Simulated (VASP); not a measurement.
# BaF2 (Fm-3m) in VASP: single point with PBE

Aim: the single point of BaF2 with PBE.

Everything below comes from runs of VASP 6.6.1. Logs are shortened: lines on timing, memory, paths and dates and some standing lists are left out, and cuts for length are marked.

## Step 1: The cell of the first run

It takes space group Fm-3m (No. 225, cubic). The conventional cell has a = 6.226 Å, b = 6.226 Å, c = 6.226 Å, α = 90.00°, β = 90.00°, γ = 90.00°. Within 3.6 Å of Ba (site symmetry m-3m) lie 8 F at 2.70 Å. Within 3.6 Å of F (site symmetry -43m) lie 4 Ba at 2.70 Å and 6 F at 3.11 Å.

## Step 2: Single point, PBE

INCAR reads:

```
PREC = Accurate
ENCUT = 600
EDIFF = 1E-6
ISMEAR = 0
SIGMA = 0.1
LREAL = F
LASPH = T
NELM = 120
ALGO = Normal
ISIF = 2
LWAVE = F
LCHARG = T
GGA = PE
LELF = T
LVHAR = T
NBANDS = 19
GGA_COMPAT = F
```

KPOINTS reads:

```
Automatic mesh
0
Gamma
  6 6 6
```

POSCAR reads:

```
BaF2
1.0
    0.0000000000      3.1128650000      3.1128650000
    3.1128650000      0.0000000000      3.1128650000
    3.1128650000      3.1128650000      0.0000000000
Ba F
1 2
Direct
    0.0000000000      0.0000000000      0.0000000000
    0.2500000000      0.2500000000      0.2500000000
    0.7500000000      0.7500000000      0.7500000000
```

Potentials or basis: VASP PAW PBE potentials, release 64 (Ba_sv, F).

The run is started by

```sh
> cat potpaw_PBE.64/Ba_sv/POTCAR potpaw_PBE.64/F/POTCAR > POTCAR
> mpirun -np 1 vasp_std > vasp.out
```

OUTCAR:

```text
PREC = Accurate
   ENCUT = 600
   EDIFF = 1E-6
   ISMEAR = 0
   LREAL = F
   LASPH = T
   NELM = 120
   ISIF = 2
   GGA = PE

 ion  position               nearest neighbor table
   1  0.000  0.000  0.000-   3 2.70   3 2.70   3 2.70   2 2.70   3 2.70   2 2.70   2 2.70   2 2.70

   2  0.250  0.250  0.250-   1 2.70   1 2.70   1 2.70   1 2.70
   3  0.750  0.750  0.750-   1 2.70   1 2.70   1 2.70   1 2.70

  LATTYP: Found a face centered cubic cell.
 ALAT       =     6.2257300000

  Lattice vectors:

 A1 = (   0.0000000000,   3.1128650000,   3.1128650000)
 A2 = (   3.1128650000,   0.0000000000,   3.1128650000)
 A3 = (   3.1128650000,   3.1128650000,   0.0000000000)

Analysis of symmetry for initial positions (statically):
=====================================================================
 Subroutine PRICEL returns:
 Original cell was already a primitive cell.

 Routine SETGRP: Setting up the symmetry group for a
 face centered cubic supercell.

 Subroutine GETGRP returns: Found 48 space group operations
 (whereof 48 operations were pure point group operations)
 out of a pool of 48 trial point group operations.

The static configuration has the point symmetry O_h .

Analysis of symmetry for dynamics (positions and initial velocities):
=====================================================================
 Subroutine PRICEL returns:
 Original cell was already a primitive cell.

 Routine SETGRP: Setting up the symmetry group for a
 face centered cubic supercell.

 Subroutine GETGRP returns: Found 48 space group operations
 (whereof 48 operations were pure point group operations)
 out of a pool of 48 trial point group operations.

The dynamic configuration has the point symmetry O_h .

 Subroutine INISYM returns: Found 48 space group operations
 (whereof 48 operations are pure point group operations),
 and found     1 'primitive' translations

----------------------------------------------------------------------------------------

                                     Primitive cell

  volume of cell :      60.3269

  direct lattice vectors                    reciprocal lattice vectors
     0.000000000  3.112865000  3.112865000    -0.160623734  0.160623734  0.160623734
     3.112865000  0.000000000  3.112865000     0.160623734 -0.160623734  0.160623734
     3.112865000  3.112865000  0.000000000     0.160623734  0.160623734 -0.160623734

  length of vectors
     4.402255901  4.402255901  4.402255901     0.278208468  0.278208468  0.278208468

  position of ions in fractional coordinates (direct lattice)
     0.000000000  0.000000000  0.000000000
     0.250000000  0.250000000  0.250000000
     0.750000000  0.750000000  0.750000000

  ion indices of the primitive-cell ions
   primitive index   ion index
                 1           1
                 2           2
                 3           3

----------------------------------------------------------------------------------------

 KPOINTS: Automatic mesh

Automatic generation of k-mesh.
 Grid dimensions read from file:
 generate k-points for:    6    6    6

 Generating k-lattice:

  Cartesian coordinates                     Fractional coordinates (reciprocal lattice)
    -0.026770622  0.026770622  0.026770622     0.166666667  0.000000000  0.000000000
     0.026770622 -0.026770622  0.026770622     0.000000000  0.166666667  0.000000000
     0.026770622  0.026770622 -0.026770622     0.000000000  0.000000000  0.166666667

  Length of vectors
     0.046368078  0.046368078  0.046368078

  Shift w.r.t. Gamma in fractional coordinates (k-lattice)
     0.000000000  0.000000000  0.000000000

 Subroutine IBZKPT returns following result:
 ===========================================

 Found     16 irreducible k-points:

 Following reciprocal coordinates:
            Coordinates               Weight
  0.000000  0.000000  0.000000      1.000000
  0.166667  0.000000  0.000000      8.000000
  0.333333  0.000000  0.000000      8.000000
  0.500000  0.000000  0.000000      4.000000
  0.166667  0.166667  0.000000      6.000000
  0.333333  0.166667  0.000000     24.000000
[... 8 lines left out ...]
 -0.333333  0.333333  0.166667     24.000000
 -0.333333  0.500000  0.166667     12.000000
   k-points           NKPTS =     16   k-points in BZ     NKDIM =     16   number of bands    NBANDS=     19
   number of dos      NEDOS =    301   number of ions     NIONS =      3
   total plane-waves  NPLWV =  46656
   dimension x,y,z NGX =    36 NGY =   36 NGZ =   36
   dimension x,y,z NGXF=    72 NGYF=   72 NGZF=   72
   ions per type =               1   2
   NGX,Y,Z   is equivalent  to a cutoff of  13.59, 13.59, 13.59 a.u.
   NGXF,Y,Z  is equivalent  to a cutoff of  27.19, 27.19, 27.19 a.u.
 SYSTEM =  unknown system
   PREC   = accura    normal or accurate (medium, high low for compatibility)
   ISTART =      0    job   : 0-new  1-cont  2-samecut
   ICHARG =      2    charge: 1-file 2-atom 10-const
   ISPIN  =      1    spin polarized calculation?
   LNONCOLLINEAR =      F non collinear calculations
   LSORBIT =      F    spin-orbit coupling
   LASPH  =      T    aspherical Exc in radial PAW
   ENCUT  =  600.0 eV  44.10 Ry    6.64 a.u.   8.79  8.79  8.79*2*pi/ulx,y,z
   NELM   =    120;   NELMIN=  2; NELMDL= -5     # of ELM steps
   EDIFF  = 0.1E-05   stopping-criterion for ELM
   LREAL  =      F    real-space projection
   EDIFFG = 0.1E-04   stopping-criterion for IOM
   NSW    =      0    number of steps for IOM
   IBRION =     -1    ionic relax: 0-MD 1-quasi-New 2-CG
   NFREE  =      0    steps in history (QN), initial steepest desc. (CG)
   ISIF   =      2    stress and relaxation
   ISYM   =      2    0-nonsym 1-usesym 2-fastsym
   POTIM  = 0.5000    time-step for ionic-motion
   TEBEG  =    0.0;   TEEND  =   0.0 temperature during run
   PSTRESS=    0.0 pullay stress
   NELECT =      24.0000    total number of electrons
   NUPDOWN=      -1.0000    fix difference up-down
   EMIN   =  10.00;   EMAX   =-10.00  energy-range for DOS
   EFERMI =   0.00;   METHOD = LEGACY
   ISMEAR =     0;   SIGMA  =   0.10  broadening in eV -4-tet -1-fermi 0-gaus
   EFERMI_NEDOS =   21; number of points for ismear=-14 and -15
   IALGO  =     38    algorithm
   IMIX   =      4    mixing-type and parameters
     AMIX     =   0.40;   BMIX     =  1.00
     AMIX_MAG =   1.60;   BMIX_MAG =  1.00
  volume/ion in A,a.u.               =      20.11       135.70
  Fermi-wavevector in a.u.,A,eV,Ry     =   1.204042  2.275309 19.724598  1.449717
  Thomas-Fermi vector in A             =   2.339778
   LORBIT       =      0    0 simple, 1 ext, 2 COOP (PROOUT), +10 PAW based schemes
   GGA     = PE    functional components
   LHFCALC =     F    Hartree Fock is set to
   AEXX    =    0.0000 exact exchange contribution
   IVDW    =     0    specifies the selected vdW correction
   LEPSILON=     F    determine dielectric tensor
   LRPA    =     F    only Hartree local field effects (RPA)
 non-spin polarized calculation
 Gauss-broadening in eV      SIGMA  =   0.10
  energy-cutoff  :      600.00
  volume of cell :       60.33
 maximum number of plane-waves:      2044
   NGX = 17   NGY = 17   NGZ = 17

 number of electron      24.0000009 magnetization

 Free energy of the ion-electron system (eV)
  ---------------------------------------------------
  ext. energy  EPLUGINS =         0.00000000
  ---------------------------------------------------
  free energy    TOTEN  =       -17.12278709 eV

  energy without entropy =      -17.12278709  energy(sigma->0) =      -17.12278709

 E-fermi :  -1.5994     XC(G=0):  -8.6441

 val. band max:       -2.1331789501   @ k =  -0.1667   0.1667   0.0000
 cond. band min:       4.5876563674   @ k =   0.0000   0.0000   0.0000
 fundamental gap:      6.7208353175
 Fermi energy:        -1.5993887958

 k-point     1 :       0.0000    0.0000    0.0000
  band No.  band energies     occupation
      1     -25.2540      2.00000
      2     -21.0358      2.00000
      3     -21.0034      2.00000
      4     -10.1088      2.00000
      5     -10.1088      2.00000
      6     -10.1088      2.00000
[... 11 lines left out ...]
     18       9.1649      0.00000
     19      13.2398      0.00000

 k-point     2 :       0.1667    0.0000    0.0000
  band No.  band energies     occupation
      1     -25.2072      2.00000
      2     -21.0708      2.00000
      3     -21.0519      2.00000
      4     -10.1537      2.00000
      5     -10.1478      2.00000
      6     -10.1478      2.00000
[... 11 lines left out ...]
     18       9.1915      0.00000
     19      12.2031      0.00000

 k-point     3 :       0.3333    0.0000    0.0000
  band No.  band energies     occupation
      1     -25.1086      2.00000
      2     -21.2001      2.00000
      3     -21.0948      2.00000
      4     -10.2307      2.00000
      5     -10.2229      2.00000
      6     -10.2229      2.00000
[... 11 lines left out ...]
     18       9.2851      0.00000
     19      11.2761      0.00000

 k-point     4 :       0.5000    0.0000    0.0000
  band No.  band energies     occupation
      1     -25.0566      2.00000
      2     -21.2693      2.00000
      3     -21.1146      2.00000
      4     -10.2637      2.00000
      5     -10.2590      2.00000
      6     -10.2590      2.00000
[... 231 lines left out ...]
     18      10.1855      0.00000
     19      12.2358      0.00000

 k-point    15 :      -0.3333    0.3333    0.1667
  band No.  band energies     occupation
      1     -25.0051      2.00000
      2     -21.2550      2.00000
      3     -21.2160      2.00000
      4     -10.4385      2.00000
      5     -10.2292      2.00000
      6     -10.2287      2.00000
[... 11 lines left out ...]
     18      11.1664      0.00000
     19      11.7703      0.00000

 k-point    16 :      -0.3333    0.5000    0.1667
  band No.  band energies     occupation
      1     -24.9874      2.00000
      2     -21.2962      2.00000
      3     -21.2032      2.00000
      4     -10.4913      2.00000
      5     -10.3487      2.00000
      6     -10.0882      2.00000
[... 11 lines left out ...]
     18      12.1945      0.00000
     19      12.4361      0.00000

------------------------ aborting loop because EDIFF is reached ----------------------------------------

  FORCE on cell =-STRESS in cart. coord.  units (eV):
  Direction    XX          YY          ZZ          XY          YZ          ZX
  --------------------------------------------------------------------------------------
  -------------------------------------------------------------------------------------
  Total        0.5631002      0.5631002      0.5631002      0.0000000     -0.0000000      0.0000000
  in kB       14.9549652     14.9549652     14.9549652      0.0000000     -0.0000000      0.0000000
  external PRESSURE =      14.9549652 kB  Pullay stress =       0.0000000 kB

 VOLUME and BASIS-vectors are now :
 -----------------------------------------------------------------------------
  energy-cutoff  :      600.00
  volume of cell :       60.33
      direct lattice vectors                 reciprocal lattice vectors
     0.000000000  3.112865000  3.112865000    -0.160623734  0.160623734  0.160623734
     3.112865000  0.000000000  3.112865000     0.160623734 -0.160623734  0.160623734
     3.112865000  3.112865000  0.000000000     0.160623734  0.160623734 -0.160623734

 POSITION                                       TOTAL-FORCE (eV/Angst)
 -----------------------------------------------------------------------------------
      0.00000      0.00000      0.00000        -0.000000     -0.000000     -0.000000
      1.55643      1.55643      1.55643        -0.000000     -0.000000     -0.000000
      4.66930      4.66930      4.66930         0.000000      0.000000      0.000000
 -----------------------------------------------------------------------------------
    total drift:                                0.000000      0.000000      0.000000

  FREE ENERGIE OF THE ION-ELECTRON SYSTEM (eV)
  ---------------------------------------------------
  free  energy   TOTEN  =       -17.1227870875 eV

  energy  without entropy=      -17.1227870875  energy(sigma->0) =      -17.12278709
```

It took 42 s on 1 thread of AMD EPYC 7R43 (Zen 3), shared host; peak memory 0.17 GiB.

What came out:

```
Free energy            : -17.1228 eV
Pressure               : 1.5 GPa
Band gap on the k mesh : 6.72 eV (least direct gap 6.78 eV)
```

Levels at points of the mesh, in eV from the valence-band top:
```tsv
k point	band 10	band 11	band 12	band 13	band 14	band 15
(0.00, 0.00, 0.00)	-0.06	-0.06	-0.06	6.72	9.15	9.15
(0.50, 0.00, 0.00)	-0.34	-0.16	-0.16	9.04	9.14	9.14
(0.50, 0.50, 0.00)	-0.33	-0.33	-0.10	7.23	8.95	10.60
```

Caveat: spin-orbit coupling is left out, which moves the levels of the heavy elements. A k mesh can miss the band edges.
